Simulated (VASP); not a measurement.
# LiNbO3 (R3c) in VASP: single point with PBE

Aim: the single point of LiNbO3 with PBE.

Program: VASP 6.6.1. These are calculated values, not measurements. Logs are shortened: lines on timing, memory, paths and dates and some standing lists are left out, and cuts for length are marked.

## (1) The cell of the first run

It takes space group R3c (No. 161, trigonal). The conventional cell has a = 5.151 Å, b = 5.151 Å, c = 13.865 Å, α = 90.00°, β = 90.00°, γ = 120.00°. Within 2.7 Å of Li (site symmetry 3) lie 6 O at 2.05 to 2.25 Å. Nb (site symmetry 3) has 6 O at 1.88 to 2.14 Å within 2.5 Å. O (site symmetry 1) has 2 Nb at 1.88 to 2.14 Å and 2 Li at 2.05 to 2.25 Å within 2.5 Å.

## (2) Single point, PBE

INCAR reads:

```
PREC = Accurate
ENCUT = 520
EDIFF = 1E-7
ISMEAR = 0
SIGMA = 0.01
LREAL = F
LASPH = T
NELM = 60
ALGO = Normal
ISIF = 2
LWAVE = F
LCHARG = F
GGA = PE
NBANDS = 45
```

KPOINTS reads:

```
Automatic mesh
0
Gamma
  5 5 5
```

POSCAR reads:

```
LiNbO3
1.0
    2.5756485575      1.4870513880      4.6218000000
   -2.5756485575      1.4870513880      4.6218000000
    0.0000000000     -2.9741027760      4.6218000000
Li Nb O
2 2 6
Direct
    0.3014063826      0.3014063826      0.3014063826
    0.8014063826      0.8014063826      0.8014063826
    0.0200619063      0.0200619063      0.0200619063
    0.5200619063      0.5200619063      0.5200619063
    0.1269874968      0.3829849484      0.7397592659
    0.7397592659      0.1269874968      0.3829849484
    0.3829849484      0.7397592659      0.1269874968
    0.2397592659      0.8829849484      0.6269874968
    0.8829849484      0.6269874968      0.2397592659
    0.6269874968      0.2397592659      0.8829849484
```

Potentials or basis: VASP PAW PBE potentials, release 64 (Li_sv, Nb_sv, O).

Started as:

```
$ cat potpaw_PBE.64/Li_sv/POTCAR potpaw_PBE.64/Nb_sv/POTCAR potpaw_PBE.64/O/POTCAR > POTCAR
$ mpirun -np 1 vasp_std > vasp.out
```

OUTCAR:

```text
PREC = Accurate
   ENCUT = 520
   EDIFF = 1E-7
   ISMEAR = 0
   LREAL = F
   LASPH = T
   NELM = 60
   ISIF = 2
   GGA = PE

 ion  position               nearest neighbor table
   1  0.301  0.301  0.301-   8 2.05  10 2.05   9 2.05   5 2.25   7 2.25   6 2.25
   2  0.801  0.801  0.801-   7 2.05   6 2.05   5 2.05   9 2.25   8 2.25  10 2.25
   3  0.020  0.020  0.020-   5 1.88   6 1.88   7 1.88   9 2.14   8 2.14  10 2.14
   4  0.520  0.520  0.520-   9 1.88  10 1.88   8 1.88   5 2.14   7 2.14   6 2.14
   5  0.127  0.383  0.740-   3 1.88   2 2.05   4 2.14   1 2.25
   6  0.740  0.127  0.383-   3 1.88   2 2.05   4 2.14   1 2.25
   7  0.383  0.740  0.127-   3 1.88   2 2.05   4 2.14   1 2.25
   8  0.240  0.883  0.627-   4 1.88   1 2.05   3 2.14   2 2.25
   9  0.883  0.627  0.240-   4 1.88   1 2.05   3 2.14   2 2.25
  10  0.627  0.240  0.883-   4 1.88   1 2.05   3 2.14   2 2.25

  LATTYP: Found a trigonal (rhomboedric) cell.
 ALAT       =     5.4960278895
 COS(alpha) =     0.5607564954

  Lattice vectors:

 A1 = (   2.5756485575,   1.4870513880,   4.6218000000)
 A2 = (  -2.5756485575,   1.4870513880,   4.6218000000)
 A3 = (   0.0000000000,  -2.9741027760,   4.6218000000)

Analysis of symmetry for initial positions (statically):
=====================================================================
 Subroutine PRICEL returns:
 Original cell was already a primitive cell.

 Routine SETGRP: Setting up the symmetry group for a
 trigonal (rhombohedral) supercell.

 Subroutine GETGRP returns: Found  6 space group operations
 (whereof  3 operations were pure point group operations)
 out of a pool of 12 trial point group operations.

The static configuration has the point symmetry C_3 .
 The point group associated with its full space group is C_3v.

Analysis of symmetry for dynamics (positions and initial velocities):
=====================================================================
 Subroutine PRICEL returns:
 Original cell was already a primitive cell.

 Routine SETGRP: Setting up the symmetry group for a
 trigonal (rhombohedral) supercell.

 Subroutine GETGRP returns: Found  6 space group operations
 (whereof  3 operations were pure point group operations)
 out of a pool of 12 trial point group operations.

The dynamic configuration has the point symmetry C_3 .
 The point group associated with its full space group is C_3v.

 Subroutine INISYM returns: Found  6 space group operations
 (whereof  3 operations are pure point group operations),
 and found     1 'primitive' translations

----------------------------------------------------------------------------------------

                                     Primitive cell

  volume of cell :     106.2123

  direct lattice vectors                    reciprocal lattice vectors
     2.575648558  1.487051388  4.621800000     0.194125863  0.112078619  0.072121973
    -2.575648558  1.487051388  4.621800000    -0.194125863  0.112078619  0.072121973
     0.000000000 -2.974102776  4.621800000     0.000000000 -0.224157239  0.072121973

  length of vectors
     5.496027890  5.496027890  5.496027890     0.235474089  0.235474089  0.235474089

  position of ions in fractional coordinates (direct lattice)
     0.301406383  0.301406383  0.301406383
     0.801406383  0.801406383  0.801406383
     0.020061906  0.020061906  0.020061906
     0.520061906  0.520061906  0.520061906
     0.126987497  0.382984948  0.739759266
     0.739759266  0.126987497  0.382984948
     0.382984948  0.739759266  0.126987497
     0.239759266  0.882984948  0.626987497
     0.882984948  0.626987497  0.239759266
     0.626987497  0.239759266  0.882984948

  ion indices of the primitive-cell ions
   primitive index   ion index
                 1           1
                 2           2
                 3           3
                 4           4
                 5           5
                 6           6
                 7           7
                 8           8
                 9           9
                10          10

----------------------------------------------------------------------------------------

 KPOINTS: Automatic mesh

Automatic generation of k-mesh.
 Grid dimensions read from file:
 generate k-points for:    5    5    5

 Generating k-lattice:

  Cartesian coordinates                     Fractional coordinates (reciprocal lattice)
     0.038825173  0.022415724  0.014424395     0.200000000 -0.000000000  0.000000000
    -0.038825173  0.022415724  0.014424395    -0.000000000  0.200000000  0.000000000
     0.000000000 -0.044831448  0.014424395     0.000000000  0.000000000  0.200000000

  Length of vectors
     0.047094818  0.047094818  0.047094818

  Shift w.r.t. Gamma in fractional coordinates (k-lattice)
     0.000000000  0.000000000  0.000000000

 Subroutine IBZKPT returns following result:
 ===========================================

 Found     19 irreducible k-points:

 Following reciprocal coordinates:
            Coordinates               Weight
  0.000000  0.000000  0.000000      1.000000
  0.200000 -0.000000  0.000000      6.000000
  0.400000  0.000000  0.000000      6.000000
  0.200000  0.200000  0.000000      6.000000
  0.400000  0.200000  0.000000     12.000000
 -0.400000  0.200000 -0.000000     12.000000
[... 11 lines left out ...]
  0.400000  0.400000  0.400000      2.000000
 -0.400000  0.400000  0.400000      6.000000
   k-points           NKPTS =     19   k-points in BZ     NKDIM =     19   number of bands    NBANDS=     45
   number of dos      NEDOS =    301   number of ions     NIONS =     10
   total plane-waves  NPLWV =  74088
   dimension x,y,z NGX =    42 NGY =   42 NGZ =   42
   dimension x,y,z NGXF=    84 NGYF=   84 NGZF=   84
   ions per type =               2   2   6
   NGX,Y,Z   is equivalent  to a cutoff of  12.70, 12.70, 12.70 a.u.
   NGXF,Y,Z  is equivalent  to a cutoff of  25.41, 25.41, 25.41 a.u.
 SYSTEM =  unknown system
   PREC   = accura    normal or accurate (medium, high low for compatibility)
   ISTART =      0    job   : 0-new  1-cont  2-samecut
   ICHARG =      2    charge: 1-file 2-atom 10-const
   ISPIN  =      1    spin polarized calculation?
   LNONCOLLINEAR =      F non collinear calculations
   LSORBIT =      F    spin-orbit coupling
   LASPH  =      T    aspherical Exc in radial PAW
   ENCUT  =  520.0 eV  38.22 Ry    6.18 a.u.  10.22 10.22 10.22*2*pi/ulx,y,z
   NELM   =     60;   NELMIN=  2; NELMDL= -5     # of ELM steps
   EDIFF  = 0.1E-06   stopping-criterion for ELM
   LREAL  =      F    real-space projection
   EDIFFG = 0.1E-05   stopping-criterion for IOM
   NSW    =      0    number of steps for IOM
   IBRION =     -1    ionic relax: 0-MD 1-quasi-New 2-CG
   NFREE  =      0    steps in history (QN), initial steepest desc. (CG)
   ISIF   =      2    stress and relaxation
   ISYM   =      2    0-nonsym 1-usesym 2-fastsym
   POTIM  = 0.5000    time-step for ionic-motion
   TEBEG  =    0.0;   TEEND  =   0.0 temperature during run
   PSTRESS=    0.0 pullay stress
   NELECT =      68.0000    total number of electrons
   NUPDOWN=      -1.0000    fix difference up-down
   EMIN   =  10.00;   EMAX   =-10.00  energy-range for DOS
   EFERMI =   0.00;   METHOD = LEGACY
   ISMEAR =     0;   SIGMA  =   0.01  broadening in eV -4-tet -1-fermi 0-gaus
   EFERMI_NEDOS =   21; number of points for ismear=-14 and -15
   IALGO  =     38    algorithm
   IMIX   =      4    mixing-type and parameters
     AMIX     =   0.40;   BMIX     =  1.00
     AMIX_MAG =   1.60;   BMIX_MAG =  1.00
  volume/ion in A,a.u.               =      10.62        71.68
  Fermi-wavevector in a.u.,A,eV,Ry     =   1.410976  2.666357 27.087184  1.990852
  Thomas-Fermi vector in A             =   2.532874
   LORBIT       =      0    0 simple, 1 ext, 2 COOP (PROOUT), +10 PAW based schemes
   GGA     = PE    functional components
   LHFCALC =     F    Hartree Fock is set to
   AEXX    =    0.0000 exact exchange contribution
   IVDW    =     0    specifies the selected vdW correction
   LEPSILON=     F    determine dielectric tensor
   LRPA    =     F    only Hartree local field effects (RPA)
 non-spin polarized calculation
 Gauss-broadening in eV      SIGMA  =   0.01
  energy-cutoff  :      520.00
  volume of cell :      106.21
 maximum number of plane-waves:      2894
 NGX is ok and might be reduce to    42
   NGX = 21   NGY = 21   NGZ = 21

 number of electron      68.0000010 magnetization

 Free energy of the ion-electron system (eV)
  ---------------------------------------------------
  ext. energy  EPLUGINS =         0.00000000
  ---------------------------------------------------
  free energy    TOTEN  =       -80.01733849 eV

  energy without entropy =      -80.01733849  energy(sigma->0) =      -80.01733849

 E-fermi :   3.6579     XC(G=0): -10.8103

 val. band max:        3.5402227502   @ k =   0.2000   0.2000   0.2000
 cond. band min:       7.0890654932   @ k =  -0.4000   0.4000   0.0000
 fundamental gap:      3.5488427430
 Fermi energy:         3.6579173931

 k-point     1 :       0.0000    0.0000    0.0000
  band No.  band energies     occupation
      1     -50.6559      2.00000
      2     -50.6409      2.00000
      3     -38.9795      2.00000
      4     -38.9770      2.00000
      5     -26.9448      2.00000
      6     -26.9448      2.00000
[... 37 lines left out ...]
     44      13.3939      0.00000
     45      13.3988      0.00000

 k-point     2 :       0.2000   -0.0000    0.0000
  band No.  band energies     occupation
      1     -50.6545      2.00000
      2     -50.6423      2.00000
      3     -38.9793      2.00000
      4     -38.9772      2.00000
      5     -26.9326      2.00000
      6     -26.9307      2.00000
[... 808 lines left out ...]
 k-point    19 :      -0.4000    0.4000    0.4000
  band No.  band energies     occupation
      1     -50.6488      2.00000
      2     -50.6479      2.00000
      3     -38.9784      2.00000
      4     -38.9782      2.00000
      5     -26.9272      2.00000
      6     -26.8981      2.00000
[... 37 lines left out ...]
     44      12.4535      0.00000
     45      13.1529      0.00000

------------------------ aborting loop because EDIFF is reached ----------------------------------------

  FORCE on cell =-STRESS in cart. coord.  units (eV):
  Direction    XX          YY          ZZ          XY          YZ          ZX
  --------------------------------------------------------------------------------------
  -------------------------------------------------------------------------------------
  Total        1.5224485      1.5224485      2.0286918      0.0000000      0.0000000      0.0000000
  in kB       22.9656216     22.9656216     30.6021315      0.0000000      0.0000000      0.0000000
  external PRESSURE =      25.5111249 kB  Pullay stress =       0.0000000 kB

 VOLUME and BASIS-vectors are now :
 -----------------------------------------------------------------------------
  energy-cutoff  :      520.00
  volume of cell :      106.21
      direct lattice vectors                 reciprocal lattice vectors
     2.575648558  1.487051388  4.621800000     0.194125863  0.112078619  0.072121973
    -2.575648558  1.487051388  4.621800000    -0.194125863  0.112078619  0.072121973
     0.000000000 -2.974102776  4.621800000     0.000000000 -0.224157239  0.072121973

 POSITION                                       TOTAL-FORCE (eV/Angst)
 -----------------------------------------------------------------------------------
      0.00000      0.00000      4.17912         0.000000     -0.000000      0.003553
      0.00000      0.00000     11.11182         0.000000     -0.000000      0.003553
      0.00000      0.00000      0.27817         0.000000     -0.000000     -0.023917
      0.00000      0.00000      7.21087         0.000000     -0.000000     -0.023917
     -0.65936     -1.44176      5.77601         0.010784      0.001254      0.006788
      1.57828      0.14986      5.77601        -0.006478      0.008713      0.006788
     -0.91893      1.29190      5.77601        -0.004306     -0.009966      0.006788
     -1.65672     -0.19515      8.08691         0.004306     -0.009966      0.006788
      0.65936      1.53234      8.08691        -0.010784      0.001254      0.006788
      0.99736     -1.33719      8.08691         0.006478      0.008713      0.006788
 -----------------------------------------------------------------------------------
    total drift:                               -0.000000      0.000001     -0.000177

  FREE ENERGIE OF THE ION-ELECTRON SYSTEM (eV)
  ---------------------------------------------------
  free  energy   TOTEN  =       -80.0173384939 eV

  energy  without entropy=      -80.0173384939  energy(sigma->0) =      -80.01733849
```

It took 70 s on 1 thread of Intel Xeon 6975P-C (Granite Rapids), shared host; peak memory 0.29 GiB.

Results:

| Item | Value |
| --- | --- |
| Free energy | -80.0173 eV |
| Largest force | 0.024 eV/Å |
| Band gap on the k mesh | 3.55 eV, indirect (least direct gap 3.61 eV) |

Forces on the atoms (eV/Å):
```
Li   0.000  0.000  0.004
Li   0.000  0.000  0.004
Nb   0.000  0.000 -0.024
Nb   0.000  0.000 -0.024
O    0.011  0.001  0.007
O   -0.006  0.009  0.007
O   -0.004 -0.010  0.007
O    0.004 -0.010  0.007
O   -0.011  0.001  0.007
O    0.006  0.009  0.007
```

Caveat: the cutoff is under 1.25 times the usual one of these potentials, so pressure, stress and relaxed cells hold a basis-set (Pulay) error.
